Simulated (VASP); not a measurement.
# Mg2Si (Fm-3m) in VASP: a series of runs

The runs below take Mg2Si through electric field gradients, with PBE.

All numbers are computed with VASP 6.6.1; they aren't measurements. Logs are shortened: lines on timing, memory, paths and dates and some standing lists are left out, and cuts for length are marked.

### Step 1. The cell of the first run

It takes space group Fm-3m (No. 225, cubic). Conventional cell: a = 6.390 Å, b = 6.390 Å, c = 6.390 Å, α = 90.00°, β = 90.00°, γ = 90.00°. Within 3.6 Å of Mg (site symmetry -43m) lie 4 Si at 2.77 Å and 6 Mg at 3.19 to 3.20 Å. Within 3.6 Å of Si (site symmetry m-3m) lie 8 Mg at 2.77 Å.

### Step 2. Electric field gradients, PBE

The input, INCAR:

```
PREC     = Accurate       # precision mode
ENCUT    = 520            # plane-wave cutoff, eV
EDIFF    = 1E-8           # SCF threshold, eV
ISMEAR   = -1             # smearing method
SIGMA    = 0.05           # smearing width, eV
LREAL    = F              # projectors in reciprocal space
LASPH    = T              # aspherical terms in the spheres
NELM     = 120            # most SCF steps
ALGO     = Normal         # electronic algorithm
ISIF     = 2              # what is computed and relaxed
LWAVE    = F              # write WAVECAR
LCHARG   = F              # write CHGCAR
GGA      = PE             # functional
LEFG     = T            
NBANDS   = 11             # bands
GGA_COMPAT= F
```

The input, KPOINTS:

```
Automatic mesh
0
Gamma
  11 11 11
```

The input, POSCAR:

```
Mg2Si
1.0
    0.0000000000      3.1950000000      3.1950000000
    3.1950000000      0.0000000000      3.1950000000
    3.1950000000      3.1950000000      0.0000000000
Mg Si
2 1
Direct
    0.2500000000      0.2500000000      0.2500000000
    0.7500000000      0.7500000000      0.7500000000
    0.0000000000      0.0000000000      0.0000000000
```

Potentials or basis: VASP PAW PBE potentials, release 64 (Mg, Si).

Command:

```bash
> cat potpaw_PBE.64/Mg/POTCAR potpaw_PBE.64/Si/POTCAR > POTCAR
> mpirun -np 1 vasp_std > vasp.out
```

OUTCAR:

```text
PREC = Accurate
   ENCUT = 520
   EDIFF = 1E-8
   ISMEAR = -1
   LREAL = F
   LASPH = T
   NELM = 120
   ISIF = 2
   GGA = PE

 ion  position               nearest neighbor table
   1  0.250  0.250  0.250-   3 2.77   3 2.77   3 2.77   3 2.77   2 3.19   2 3.19   2 3.19   2 3.19
                             2 3.19   2 3.19
   2  0.750  0.750  0.750-   3 2.77   3 2.77   3 2.77   3 2.77   1 3.19   1 3.19   1 3.19   1 3.19
                             1 3.19   1 3.19
   3  0.000  0.000  0.000-   2 2.77   2 2.77   2 2.77   1 2.77   2 2.77   1 2.77   1 2.77   1 2.77

  LATTYP: Found a face centered cubic cell.
 ALAT       =     6.3900000000

  Lattice vectors:

 A1 = (   0.0000000000,   3.1950000000,   3.1950000000)
 A2 = (   3.1950000000,   0.0000000000,   3.1950000000)
 A3 = (   3.1950000000,   3.1950000000,   0.0000000000)

Analysis of symmetry for initial positions (statically):
=====================================================================
 Subroutine PRICEL returns:
 Original cell was already a primitive cell.

 Routine SETGRP: Setting up the symmetry group for a
 face centered cubic supercell.

 Subroutine GETGRP returns: Found 48 space group operations
 (whereof 48 operations were pure point group operations)
 out of a pool of 48 trial point group operations.

The static configuration has the point symmetry O_h .

Analysis of symmetry for dynamics (positions and initial velocities):
=====================================================================
 Subroutine PRICEL returns:
 Original cell was already a primitive cell.

 Routine SETGRP: Setting up the symmetry group for a
 face centered cubic supercell.

 Subroutine GETGRP returns: Found 48 space group operations
 (whereof 48 operations were pure point group operations)
 out of a pool of 48 trial point group operations.

The dynamic configuration has the point symmetry O_h .

 Subroutine INISYM returns: Found 48 space group operations
 (whereof 48 operations are pure point group operations),
 and found     1 'primitive' translations

----------------------------------------------------------------------------------------

                                     Primitive cell

  volume of cell :      65.2293

  direct lattice vectors                    reciprocal lattice vectors
[... 146 lines left out ...]
      1      -5.5504      2.00000
      2       3.4805      1.89191
      3       3.4805      1.89191
      4       3.4805      1.89191
      5       5.2486      0.00000
      6       6.0260      0.00000
      7       6.0260      0.00000
      8       6.0260      0.00000
      9       9.1078      0.00000
     10       9.1078      0.00000
     11       9.7861      0.00000
[... 309 lines left out ...]
 k-point    24 :      -0.1818    0.1818    0.0000
  band No.  band energies     occupation
      1      -4.8163      2.00000
      2       0.6825      2.00000
      3       1.6200      2.00000
      4       3.1287      1.99990
      5       5.8420      0.00000
      6       6.7469      0.00000
      7       6.8582      0.00000
      8       7.2164      0.00000
      9       7.3886      0.00000
     10      10.6506      0.00000
     11      11.3870      0.00000

 [... further k-points ...]

------------------------ aborting loop because EDIFF is reached ----------------------------------------

  FORCE on cell =-STRESS in cart. coord.  units (eV):
  Direction    XX          YY          ZZ          XY          YZ          ZX
  --------------------------------------------------------------------------------------
  -------------------------------------------------------------------------------------
  Total       -0.3072751     -0.3072751     -0.3072751     -0.0000000     -0.0000000     -0.0000000
  in kB       -7.5473649     -7.5473649     -7.5473649     -0.0000000     -0.0000000     -0.0000000
  external PRESSURE =      -7.5473649 kB  Pullay stress =       0.0000000 kB

 VOLUME and BASIS-vectors are now :
 -----------------------------------------------------------------------------
  energy-cutoff  :      520.00
  volume of cell :       65.23
      direct lattice vectors                 reciprocal lattice vectors
     0.000000000  3.195000000  3.195000000    -0.156494523  0.156494523  0.156494523
     3.195000000  0.000000000  3.195000000     0.156494523 -0.156494523  0.156494523
     3.195000000  3.195000000  0.000000000     0.156494523  0.156494523 -0.156494523

 POSITION                                       TOTAL-FORCE (eV/Angst)
 -----------------------------------------------------------------------------------
      1.59750      1.59750      1.59750         0.000000      0.000000      0.000000
      4.79250      4.79250      4.79250         0.000000     -0.000000     -0.000000
      0.00000      0.00000      0.00000        -0.000000      0.000000     -0.000000
 -----------------------------------------------------------------------------------
    total drift:                               -0.000000     -0.000000     -0.000000

  FREE ENERGIE OF THE ION-ELECTRON SYSTEM (eV)
  ---------------------------------------------------
  free  energy   TOTEN  =        -8.9154611700 eV

  energy  without entropy=       -8.9150248093  energy(sigma->0) =       -8.91524299

 Electric field gradients (V/A^2)
---------------------------------------------------------------------
 ion       V_xx      V_yy      V_zz      V_xy      V_xz      V_yz
---------------------------------------------------------------------
   1       0.000     0.000     0.000     0.000     0.000     0.000
   2       0.000     0.000     0.000     0.000     0.000     0.000
   3      -0.000    -0.000     0.000     0.000     0.000     0.000
---------------------------------------------------------------------

 Electric field gradients after diagonalization (V/A^2)
 (convention: |V_zz| > |V_xx| > |V_yy|)
----------------------------------------------------------------------
 ion       V_xx      V_yy      V_zz     asymmetry (V_yy - V_xx)/ V_zz
----------------------------------------------------------------------
   1      -0.000    -0.000     0.000       0.000
   2      -0.000    -0.000     0.000       0.000
   3      -0.000    -0.000     0.000       0.000
----------------------------------------------------------------------

           NMR quadrupolar parameters

 Cq : quadrupolar parameter    Cq=e*Q*V_zz/h
 eta: asymmetry parameters     (V_yy - V_xx)/ V_zz
 Q  : nuclear electric quadrupole moment in mb (millibarn)
----------------------------------------------------------------------
 ion       Cq(MHz)       eta       Q (mb)
----------------------------------------------------------------------
   1       0.000       0.000       1.000
   2       0.000       0.000       1.000
   3       0.000       0.000       1.000
----------------------------------------------------------------------
```

OSZICAR:

```text
N       E                     dE             d eps       ncg     rms          rms(c)
DAV:   1     0.434599911530E+01    0.43460E+01   -0.27685E+03  1232   0.528E+02
DAV:   2    -0.893684325653E+01   -0.13283E+02   -0.12560E+02  1562   0.652E+01
DAV:   3    -0.946357954972E+01   -0.52674E+00   -0.52538E+00  1578   0.106E+01
DAV:   4    -0.946734801783E+01   -0.37685E-02   -0.37680E-02  1461   0.114E+00
DAV:   5    -0.946739177152E+01   -0.43754E-04   -0.43753E-04  1547   0.121E-01    0.346E+00
DAV:   6    -0.898013366441E+01    0.48726E+00   -0.10212E+00  1367   0.335E+00    0.188E+00
DAV:   7    -0.891567273634E+01    0.64461E-01   -0.35797E-01  1463   0.215E+00    0.912E-01
DAV:   8    -0.891557675263E+01    0.95984E-04   -0.14425E-02  1328   0.602E-01    0.255E-01
DAV:   9    -0.891539221266E+01    0.18454E-03   -0.68201E-04  1443   0.114E-01    0.132E-01
DAV:  10    -0.891547114131E+01   -0.78929E-04   -0.21328E-04  1394   0.637E-02    0.511E-02
DAV:  11    -0.891546200427E+01    0.91370E-05   -0.18927E-05  1415   0.165E-02    0.211E-02
DAV:  12    -0.891546111802E+01    0.88626E-06   -0.96759E-06  1367   0.122E-02    0.369E-03
DAV:  13    -0.891546112722E+01   -0.92009E-08   -0.22038E-07  1454   0.268E-03    0.321E-03
DAV:  14    -0.891546114324E+01   -0.16023E-07   -0.13089E-08  1377   0.556E-04    0.395E-04
DAV:  15    -0.891546117051E+01   -0.27273E-07   -0.22581E-08   953   0.504E-04    0.315E-04
DAV:  16    -0.891546116997E+01    0.53922E-09   -0.98855E-10   724   0.184E-04
   1 F= -.89154612E+01 E0= -.89152430E+01  d E =-.436361E-03
```

stdout:

```text
POSCAR found type information on POSCAR MgSi
 POSCAR found :  2 types and       3 ions
 scaLAPACK will be used
 LDA part: xc-table for (Slater+PW92), standard interpolation
 POSCAR, INCAR and KPOINTS ok, starting setup
 FFT: planning ... GRIDC
 FFT: planning ... GRID_SOFT
 FFT: planning ... GRID
 WAVECAR not read
 entering main loop
ion   1

ion   2

ion   3
```

Run time: 57 s. Hardware: 1 thread of Intel Xeon 6975P-C, shared host; peak memory 0.22 GiB.

What came out:

```yaml
Free_energy: -8.9155 eV
Pressure: -0.8 GPa
Band_gap_on_the_k_mesh: 0.28 eV, indirect (least direct gap 1.77 eV)
```

Caveat: without QUAD_EFG the Cq values of the log hold for a quadrupole moment of 1 mb, not for the nuclei. A k mesh can miss the band edges.

### Step 3. Electric field gradients, PBE

The input, INCAR:

```
SYSTEM = Mg2Si
ALGO = Normal
EDIFF = 1E-8
ENCUT = 520
GGA = PE
GGA_COMPAT = .FALSE.
ISIF = 2
ISMEAR = -1
LASPH = .TRUE.
LCHARG = .FALSE.
LEFG = .TRUE.
LREAL = .FALSE.
LWAVE = .FALSE.
NBANDS = 11
NELM = 120
PREC = Accurate
SIGMA = 0.05
```

The input, KPOINTS:

```
k-points
0
G
  11 11 11
  0 0 0
```

POSCAR is that of step 2.

Potentials or basis: VASP PAW PBE potentials, release 64 (Mg, Si).

Command:

```bash
> cat potpaw_PBE.64/Mg/POTCAR potpaw_PBE.64/Si/POTCAR > POTCAR
> mpirun -np 1 vasp_std > vasp.out
```

OUTCAR:

```text
SYSTEM = Mg2Si
   EDIFF = 1E-8
   ENCUT = 520
   GGA = PE
   ISIF = 2
   ISMEAR = -1
   LASPH = .TRUE.
   LREAL = .FALSE.
   NELM = 120
   PREC = Accurate

 ion  position               nearest neighbor table
   1  0.250  0.250  0.250-   3 2.77   3 2.77   3 2.77   3 2.77   2 3.19   2 3.19   2 3.19   2 3.19
                             2 3.19   2 3.19
   2  0.750  0.750  0.750-   3 2.77   3 2.77   3 2.77   3 2.77   1 3.19   1 3.19   1 3.19   1 3.19
                             1 3.19   1 3.19
   3  0.000  0.000  0.000-   2 2.77   2 2.77   2 2.77   1 2.77   2 2.77   1 2.77   1 2.77   1 2.77

  LATTYP: Found a face centered cubic cell.
 ALAT       =     6.3900000000

[... 561 lines left out ...]
---------------------------------------------------------------------
 ion       V_xx      V_yy      V_zz      V_xy      V_xz      V_yz
---------------------------------------------------------------------
   1       0.000     0.000     0.000     0.000     0.000     0.000
   2       0.000     0.000     0.000     0.000     0.000     0.000
   3      -0.000    -0.000     0.000     0.000     0.000     0.000
---------------------------------------------------------------------

 Electric field gradients after diagonalization (V/A^2)
 (convention: |V_zz| > |V_xx| > |V_yy|)
----------------------------------------------------------------------
 ion       V_xx      V_yy      V_zz     asymmetry (V_yy - V_xx)/ V_zz
----------------------------------------------------------------------
   1      -0.000    -0.000     0.000       0.000
   2      -0.000    -0.000     0.000       0.000
   3      -0.000    -0.000     0.000       0.000
----------------------------------------------------------------------

           NMR quadrupolar parameters

 Cq : quadrupolar parameter    Cq=e*Q*V_zz/h
 eta: asymmetry parameters     (V_yy - V_xx)/ V_zz
 Q  : nuclear electric quadrupole moment in mb (millibarn)
----------------------------------------------------------------------
 ion       Cq(MHz)       eta       Q (mb)
----------------------------------------------------------------------
   1       0.000       0.000       1.000
   2       0.000       0.000       1.000
   3       0.000       0.000       1.000
----------------------------------------------------------------------
```

OSZICAR:

```text
N       E                     dE             d eps       ncg     rms          rms(c)
DAV:   1     0.434599911530E+01    0.43460E+01   -0.27685E+03  1232   0.528E+02
DAV:   2    -0.893684325653E+01   -0.13283E+02   -0.12560E+02  1562   0.652E+01
DAV:   3    -0.946357954972E+01   -0.52674E+00   -0.52538E+00  1578   0.106E+01
DAV:   4    -0.946734801783E+01   -0.37685E-02   -0.37680E-02  1461   0.114E+00
DAV:   5    -0.946739177152E+01   -0.43754E-04   -0.43753E-04  1547   0.121E-01    0.346E+00
DAV:   6    -0.898013366441E+01    0.48726E+00   -0.10212E+00  1367   0.335E+00    0.188E+00
DAV:   7    -0.891567273634E+01    0.64461E-01   -0.35797E-01  1463   0.215E+00    0.912E-01
DAV:   8    -0.891557675263E+01    0.95984E-04   -0.14425E-02  1328   0.602E-01    0.255E-01
DAV:   9    -0.891539221266E+01    0.18454E-03   -0.68201E-04  1443   0.114E-01    0.132E-01
DAV:  10    -0.891547114131E+01   -0.78929E-04   -0.21328E-04  1394   0.637E-02    0.511E-02
DAV:  11    -0.891546200427E+01    0.91370E-05   -0.18927E-05  1415   0.165E-02    0.211E-02
DAV:  12    -0.891546111802E+01    0.88626E-06   -0.96759E-06  1367   0.122E-02    0.369E-03
DAV:  13    -0.891546112722E+01   -0.92009E-08   -0.22038E-07  1454   0.268E-03    0.321E-03
DAV:  14    -0.891546114324E+01   -0.16023E-07   -0.13089E-08  1377   0.556E-04    0.395E-04
DAV:  15    -0.891546117051E+01   -0.27273E-07   -0.22581E-08   953   0.504E-04    0.315E-04
DAV:  16    -0.891546116997E+01    0.53922E-09   -0.98855E-10   724   0.184E-04
   1 F= -.89154612E+01 E0= -.89152430E+01  d E =-.436361E-03
```

stdout:

```text
POSCAR found type information on POSCAR MgSi
 POSCAR found :  2 types and       3 ions
 scaLAPACK will be used
 LDA part: xc-table for (Slater+PW92), standard interpolation
 POSCAR, INCAR and KPOINTS ok, starting setup
 FFT: planning ... GRIDC
 FFT: planning ... GRID_SOFT
 FFT: planning ... GRID
 WAVECAR not read
 entering main loop
ion   1

ion   2

ion   3
```

Run time: 69 s. Hardware: 1 thread of Intel Xeon 6975P-C, shared host; peak memory 0.22 GiB.

What came out:

```
Free energy            : -8.9155 eV
Pressure               : -0.8 GPa
Band gap on the k mesh : 0.28 eV, indirect (least direct gap 1.77 eV)
```

Caveat: without QUAD_EFG the Cq values of the log hold for a quadrupole moment of 1 mb, not for the nuclei.
